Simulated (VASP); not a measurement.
# Ir (Cmce) in VASP: relaxation of cell and atoms with PBE

Aim: the relaxation of cell and atoms of Ir with PBE.

All numbers are computed with VASP 6.6.1; they aren't measurements. Logs are shortened: lines on timing, memory, paths and dates and some standing lists are left out, and cuts for length are marked.

## (1) The cell of the first run

The structure is orthorhombic, space group Cmce (No. 64). The conventional cell has a = 5.127 Å, b = 3.389 Å, c = 6.912 Å, α = 90.00°, β = 90.00°, γ = 90.00°. Ir (site symmetry m) has 3 Ir at 1.91 to 2.50 Å within 2.6 Å.

## (2) Relaxation of cell and atoms, PBE

INCAR reads:

```
SYSTEM = Ir
  ALGO = Normal
  EDIFF = 1E-6
  EDIFFG = -0.04
  ENCUT = 600
  GGA = PE
  IBRION = 2
  ISIF = 3
  ISMEAR = 0
  LASPH = .TRUE.
  LCHARG = .FALSE.
  LREAL = .FALSE.
  LWAVE = .FALSE.
  NELM = 60
  NSW = 90
  PREC = Accurate
  SIGMA = 0.1
```

KPOINTS reads:

```
k-points
0
G
  6 6 4
  0 0 0
```

POSCAR reads:

```
Ir
1.0
    2.5637447771     -1.6944391738      0.0000000000
    2.5637447771      1.6944391738      0.0000000000
    0.0000000000      0.0000000000      6.9120396747
Ir
4
Direct
    0.8500000000      0.1500000000      0.1170000000
    0.6500000000      0.3500000000      0.6170000000
    0.1500000000      0.8500000000      0.8830000000
    0.3500000000      0.6500000000      0.3830000000
```

Potentials or basis: VASP PAW PBE potentials, release 64 (Ir).

The run is started by

```sh
> cat potpaw_PBE.64/Ir/POTCAR > POTCAR
> mpirun -np 1 vasp_std > vasp.out
```

OUTCAR:

```text
SYSTEM = Ir
   EDIFF = 1E-6
   EDIFFG = -0.04
   ENCUT = 600
   GGA = PE
   IBRION = 2
   ISIF = 3
   ISMEAR = 0
   LASPH = .TRUE.
   LREAL = .FALSE.
   NELM = 60
   NSW = 90
   PREC = Accurate

 ion  position               nearest neighbor table
   1  0.850  0.150  0.117-   3 1.91   4 2.50   4 2.50   3 2.87   3 3.11   3 3.11   4 3.15   4 3.15

   2  0.650  0.350  0.617-   4 1.91   3 2.50   3 2.50   4 2.87   4 3.11   4 3.11   3 3.15   3 3.15

   3  0.150  0.850  0.883-   1 1.91   2 2.50   2 2.50   1 2.87   1 3.11   1 3.11   2 3.15   2 3.15

   4  0.350  0.650  0.383-   2 1.91   1 2.50   1 2.50   2 2.87   2 3.11   2 3.11   1 3.15   1 3.15

  LATTYP: Found a base centered orthorhombic cell.
 ALAT       =     3.3888783476
 B/A-ratio  =     1.5130344109
 C/A-ratio  =     2.0396246090

  Lattice vectors:

 A1 = (  -2.5637447771,  -1.6944391738,   0.0000000000)
 A2 = (   2.5637447771,  -1.6944391738,   0.0000000000)
 A3 = (   0.0000000000,   0.0000000000,   6.9120396747)

Analysis of symmetry for initial positions (statically):
=====================================================================
 Subroutine PRICEL returns:
 Original cell was already a primitive cell.

 Routine SETGRP: Setting up the symmetry group for a
 base centered orthorhombic supercell.

 Subroutine GETGRP returns: Found  8 space group operations
 (whereof  4 operations were pure point group operations)
 out of a pool of  8 trial point group operations.

The static configuration has the point symmetry C_2h.
 The point group associated with its full space group is D_2h.

Analysis of symmetry for dynamics (positions and initial velocities):
=====================================================================
 Subroutine PRICEL returns:
 Original cell was already a primitive cell.

 Routine SETGRP: Setting up the symmetry group for a
 base centered orthorhombic supercell.

 Subroutine GETGRP returns: Found  8 space group operations
 (whereof  4 operations were pure point group operations)
 out of a pool of  8 trial point group operations.

The dynamic configuration has the point symmetry C_2h.
 The point group associated with its full space group is D_2h.

 Subroutine INISYM returns: Found  8 space group operations
 (whereof  4 operations are pure point group operations),
 and found     1 'primitive' translations

----------------------------------------------------------------------------------------

                                     Primitive cell

  volume of cell :      60.0533

  direct lattice vectors                    reciprocal lattice vectors
     2.563744777 -1.694439174  0.000000000     0.195027213 -0.295082885  0.000000000
     2.563744777  1.694439174  0.000000000     0.195027213  0.295082885  0.000000000
     0.000000000  0.000000000  6.912039675     0.000000000  0.000000000  0.144675095

  length of vectors
     3.073094759  3.073094759  6.912039675     0.353708246  0.353708246  0.144675095

  position of ions in fractional coordinates (direct lattice)
     0.850000000  0.150000000  0.117000000
     0.650000000  0.350000000  0.617000000
     0.150000000  0.850000000  0.883000000
     0.350000000  0.650000000  0.383000000

  ion indices of the primitive-cell ions
   primitive index   ion index
                 1           1
                 2           2
                 3           3
                 4           4

----------------------------------------------------------------------------------------

 KPOINTS: k-points

Automatic generation of k-mesh.
 Grid dimensions read from file:
 generate k-points for:    6    6    4

 Generating k-lattice:

  Cartesian coordinates                     Fractional coordinates (reciprocal lattice)
     0.032504536 -0.049180481  0.000000000     0.166666667  0.000000000  0.000000000
     0.032504536  0.049180481  0.000000000     0.000000000  0.166666667  0.000000000
     0.000000000  0.000000000  0.036168774     0.000000000  0.000000000  0.250000000

  Length of vectors
     0.058951374  0.058951374  0.036168774

  Shift w.r.t. Gamma in fractional coordinates (k-lattice)
     0.000000000  0.000000000  0.000000000

 Subroutine IBZKPT returns following result:
 ===========================================

 Found     39 irreducible k-points:

 Following reciprocal coordinates:
            Coordinates               Weight
  0.000000  0.000000  0.000000      1.000000
  0.166667 -0.000000  0.000000      4.000000
  0.333333  0.000000  0.000000      4.000000
  0.500000 -0.000000  0.000000      2.000000
  0.166667  0.166667  0.000000      2.000000
  0.333333  0.166667  0.000000      4.000000
[... 16 lines left out ...]
  0.333333  0.333333  0.250000      4.000000
  0.500000  0.333333  0.250000      8.000000
 [... further k-points ...]
   k-points           NKPTS =     39   k-points in BZ     NKDIM =     39   number of bands    NBANDS=     22
   number of dos      NEDOS =    301   number of ions     NIONS =      4
   total plane-waves  NPLWV =  43904
   dimension x,y,z NGX =    28 NGY =   28 NGZ =   56
   dimension x,y,z NGXF=    56 NGYF=   56 NGZF=  112
   ions per type =               4
   NGX,Y,Z   is equivalent  to a cutoff of  15.15, 15.15, 13.47 a.u.
   NGXF,Y,Z  is equivalent  to a cutoff of  30.29, 30.29, 26.94 a.u.
 SYSTEM =  Ir
   PREC   = accura    normal or accurate (medium, high low for compatibility)
   ISTART =      0    job   : 0-new  1-cont  2-samecut
   ICHARG =      2    charge: 1-file 2-atom 10-const
   ISPIN  =      1    spin polarized calculation?
   LNONCOLLINEAR =      F non collinear calculations
   LSORBIT =      F    spin-orbit coupling
   LASPH  =      T    aspherical Exc in radial PAW
   ENCUT  =  600.0 eV  44.10 Ry    6.64 a.u.   6.14  6.14 13.81*2*pi/ulx,y,z
   NELM   =     60;   NELMIN=  2; NELMDL= -5     # of ELM steps
   EDIFF  = 0.1E-05   stopping-criterion for ELM
   LREAL  =      F    real-space projection
   EDIFFG = -.4E-01   stopping-criterion for IOM
   NSW    =     90    number of steps for IOM
   IBRION =      2    ionic relax: 0-MD 1-quasi-New 2-CG
   NFREE  =      1    steps in history (QN), initial steepest desc. (CG)
   ISIF   =      3    stress and relaxation
   ISYM   =      2    0-nonsym 1-usesym 2-fastsym
   POTIM  = 0.5000    time-step for ionic-motion
   TEBEG  =    0.0;   TEEND  =   0.0 temperature during run
   PSTRESS=    0.0 pullay stress
   NELECT =      36.0000    total number of electrons
   NUPDOWN=      -1.0000    fix difference up-down
   EMIN   =  10.00;   EMAX   =-10.00  energy-range for DOS
   EFERMI =   0.00;   METHOD = LEGACY
   ISMEAR =     0;   SIGMA  =   0.10  broadening in eV -4-tet -1-fermi 0-gaus
   EFERMI_NEDOS =   21; number of points for ismear=-14 and -15
   IALGO  =     38    algorithm
   IMIX   =      4    mixing-type and parameters
     AMIX     =   0.40;   BMIX     =  1.00
     AMIX_MAG =   1.60;   BMIX_MAG =  1.00
  volume/ion in A,a.u.               =      15.01       101.31
  Fermi-wavevector in a.u.,A,eV,Ry     =   1.380374  2.608528 25.924969  1.905431
  Thomas-Fermi vector in A             =   2.505257
   LORBIT       =      0    0 simple, 1 ext, 2 COOP (PROOUT), +10 PAW based schemes
   GGA     = PE    functional components
   LHFCALC =     F    Hartree Fock is set to
   AEXX    =    0.0000 exact exchange contribution
   IVDW    =     0    specifies the selected vdW correction
   LEPSILON=     F    determine dielectric tensor
   LRPA    =     F    only Hartree local field effects (RPA)
 conjugate gradient relaxation of ions
 non-spin polarized calculation
 Gauss-broadening in eV      SIGMA  =   0.10
  energy-cutoff  :      600.00
  volume of cell :       60.05
 maximum number of plane-waves:      2036
 NGX is ok and might be reduce to    28
   NGX = 13   NGY = 13   NGZ = 27

--------------------------------------- Ionic step        1  -------------------------------------------

 number of electron      35.9999998 magnetization

 Free energy of the ion-electron system (eV)
  ---------------------------------------------------
  ext. energy  EPLUGINS =         0.00000000
  ---------------------------------------------------
  free energy    TOTEN  =       -23.18556974 eV

  energy without entropy =      -23.16556447  energy(sigma->0) =      -23.17556711

------------------------ aborting loop because EDIFF is reached ----------------------------------------

  FORCE on cell =-STRESS in cart. coord.  units (eV):
  Direction    XX          YY          ZZ          XY          YZ          ZX
  --------------------------------------------------------------------------------------
  -------------------------------------------------------------------------------------
  Total       -1.7544832     30.6874326     62.5553189      0.0000000     -0.0000000      0.0000000
  in kB      -46.8082926    818.7176399   1668.9288983      0.0000000     -0.0000000      0.0000000
  external PRESSURE =     813.6127485 kB  Pullay stress =       0.0000000 kB
[... 95 lines left out ...]
  FREE ENERGIE OF THE ION-ELECTRON SYSTEM (eV)
  ---------------------------------------------------
  free  energy   TOTEN  =       -27.7008123526 eV

  energy  without entropy=      -27.6589432476  energy(sigma->0) =      -27.67987780

 E-fermi :   2.5429     XC(G=0):  -9.4552

 val. band max:        2.5046053276   @ k =   0.5000   0.3333   0.0000
 cond. band min:       2.5560692077   @ k =  -0.3333   0.3333   0.2500
 fundamental gap:      0.0514638800
 Fermi energy:         2.5429142287

 k-point     1 :       0.0000    0.0000    0.0000
  band No.  band energies     occupation
      1      -4.7321      2.00000
      2      -4.5585      2.00000
      3      -3.0295      2.00000
      4      -3.0213      2.00000
      5      -1.3481      2.00000
      6      -1.3313      2.00000
[... 574 lines left out ...]
      6      -1.0790      2.00000
[... 14 lines left out ...]
     21       3.9795      0.00000
     22       4.2593      0.00000

 [... further k-points ...]

 E-fermi :  10.0682     XC(G=0): -13.9109

 val. band max:       10.0543925553   @ k =  -0.3333   0.3333   0.2500
 cond. band min:      10.0724611021   @ k =   0.1667  -0.0000   0.0000
 fundamental gap:      0.0180685469
 Fermi energy:        10.0682041858

 k-point     1 :       0.0000    0.0000    0.0000
  band No.  band energies     occupation
      1      -0.7988      2.00000
      2       2.2011      2.00000
      3       2.2577      2.00000
      4       2.4302      2.00000
      5       2.9872      2.00000
      6       4.4627      2.00000
[... 574 lines left out ...]
      6       3.8379      2.00000
[... 14 lines left out ...]
     21      13.4856      0.00000
     22      13.5521      0.00000

 [... further k-points ...]

[... ionic steps 4 to 24 ...]

--------------------------------------- Ionic step       25  -------------------------------------------

 number of electron      35.9999998 magnetization

------------------------ aborting loop because EDIFF is reached ----------------------------------------

  FORCE on cell =-STRESS in cart. coord.  units (eV):
  Direction    XX          YY          ZZ          XY          YZ          ZX
  --------------------------------------------------------------------------------------
  -------------------------------------------------------------------------------------
  Total        0.1482782      0.1496801      0.0588267      0.0000000      0.0000000      0.0000000
  in kB        4.0951772      4.1338950      1.6246870      0.0000000      0.0000000      0.0000000
  external PRESSURE =       3.2845864 kB  Pullay stress =       0.0000000 kB
[... 61 lines left out ...]
  energy  without entropy=      -35.3754735797  energy(sigma->0) =      -35.38207365

--------------------------------------- Ionic step       27  -------------------------------------------

 number of electron      35.9999998 magnetization

 Free energy of the ion-electron system (eV)
  ---------------------------------------------------
  ext. energy  EPLUGINS =         0.00000000
  ---------------------------------------------------
  free energy    TOTEN  =       -35.38896384 eV

  energy without entropy =      -35.37577447  energy(sigma->0) =      -35.38236915

 E-fermi :   9.8592     XC(G=0): -13.8386

 val. band max:        9.8535432922   @ k =  -0.3333   0.3333   0.2500
 cond. band min:       9.8761664837   @ k =   0.1667  -0.0000   0.0000
 fundamental gap:      0.0226231916
 Fermi energy:         9.8591921343

 k-point     1 :       0.0000    0.0000    0.0000
  band No.  band energies     occupation
      1      -0.8772      2.00000
      2       2.0847      2.00000
      3       2.0857      2.00000
      4       2.3504      2.00000
      5       2.9202      2.00000
      6       4.3927      2.00000
[... 574 lines left out ...]
      6       3.7381      2.00000
[... 14 lines left out ...]
     21      13.3017      0.00000
     22      13.3056      0.00000

 [... further k-points ...]
[... 5 lines left out ...]
  --------------------------------------------------------------------------------------
  -------------------------------------------------------------------------------------
  Total        0.0110807      0.0588081      0.0179345      0.0000000     -0.0000000      0.0000000
  in kB        0.3058290      1.6231170      0.4949956      0.0000000     -0.0000000      0.0000000
  external PRESSURE =       0.8079805 kB  Pullay stress =       0.0000000 kB
[... 19 lines left out ...]
  FREE ENERGIE OF THE ION-ELECTRON SYSTEM (eV)
  ---------------------------------------------------
  free  energy   TOTEN  =       -35.3889638404 eV

  energy  without entropy=      -35.3757744663  energy(sigma->0) =      -35.38236915

 reached required accuracy - stopping structural energy minimisation
```

It took 31 min on 1 thread of Intel Xeon 8259CL, shared host; peak memory 0.24 GiB.

What came out:

```
Free energy                           : -35.3890 eV
Relaxed volume                        : 14.51 Å³/atom
Relaxed cell                          : a = 2.748 Å, b = 2.748 Å, c = 7.686 Å, α = 90.00°, β = 90.00°, γ = 89.97°
Space group after relaxing (to 0.1 Å) : Fm-3m (No. 225)
Energy gained by relaxing             : 3050.8 meV/atom
Ionic steps                           : 27
Pressure after relaxing               : 0.1 GPa
Largest force after relaxing          : 0.022 eV/Å
Band gap on the k mesh                : zero (bands 18 and 19 overlap by 2.42 eV)
```

Forces in eV/Å, atoms in the order of the input:
```
Ir   0.000 -0.022  0.004
Ir   0.000  0.022  0.004
Ir   0.000  0.022 -0.004
Ir   0.000 -0.022 -0.004
```

Step by step:
| step | energy change (eV) | largest force (eV/Å) | pressure (GPa) | volume (Å³) |
| --- | --- | --- | --- | --- |
| 1 | 0.0000 | 16.8967 | 81.36 | 60.05 |
| 2 | -4.5126 | 1.2267 | -10.20 | 141.30 |
| 3 | -4.5152 | 1.3211 | -10.22 | 139.44 |
| 4 | -4.5142 | 1.3703 | -10.26 | 137.58 |
| 5 | -4.5867 | 1.2810 | -11.59 | 114.35 |
| 6 | -5.5058 | 1.8908 | -7.81 | 85.34 |
| 7 | -6.2256 | 4.5375 | 5.15 | 72.22 |
| 8 | -6.1737 | 5.1920 | 22.69 | 66.02 |
| 9 | -6.2383 | 4.9266 | 9.34 | 70.47 |
| 10 | -6.4660 | 0.7788 | -44.54 | 84.77 |
| 11 | -7.8230 | 0.1950 | -31.51 | 77.42 |
| 12 | -11.0331 | 2.0144 | 2.42 | 59.98 |
| 13 | -11.1695 | 1.7495 | -7.49 | 61.96 |
| 14 | -11.6656 | 1.2880 | 11.02 | 57.40 |
| 15 | -11.6662 | 1.2690 | 12.26 | 57.19 |
| 16 | -11.8531 | 1.1457 | -3.13 | 59.25 |
| 17 | -11.8632 | 1.0327 | -0.69 | 58.83 |
| 18 | -11.9653 | 0.8697 | -2.33 | 58.92 |
| 19 | -12.1447 | 0.3313 | -5.82 | 59.14 |
| 20 | -12.1528 | 0.1718 | -6.33 | 59.21 |
| 21 | -12.1785 | 0.2299 | 4.63 | 57.34 |
| 22 | -12.1881 | 0.1629 | 0.70 | 57.96 |
| 23 | -12.2010 | 0.1024 | -0.02 | 58.07 |
| 24 | -12.2027 | 0.0756 | -0.37 | 58.12 |
| 25 | -12.2031 | 0.0491 | 0.33 | 58.01 |
| 26 | -12.2031 | 0.0465 | 0.38 | 58.00 |
| 27 | -12.2034 | 0.0224 | 0.08 | 58.05 |

Final structure:
```
Ir
1.0
     1.94385   -1.94279    0.00000
     1.94385    1.94279    0.00000
     0.00000    0.00000    7.68562
Ir
4
Direct
  0.74940 0.25060 0.12498
  0.75060 0.24940 0.62498
  0.25060 0.74940 0.87502
  0.24940 0.75060 0.37502
```

Caveat: the k points lie up to 0.38 Å⁻¹ apart in the final cell, too coarse for converged energies and pressures of a metal; spin-orbit coupling is left out, which moves the levels of the heavy elements.
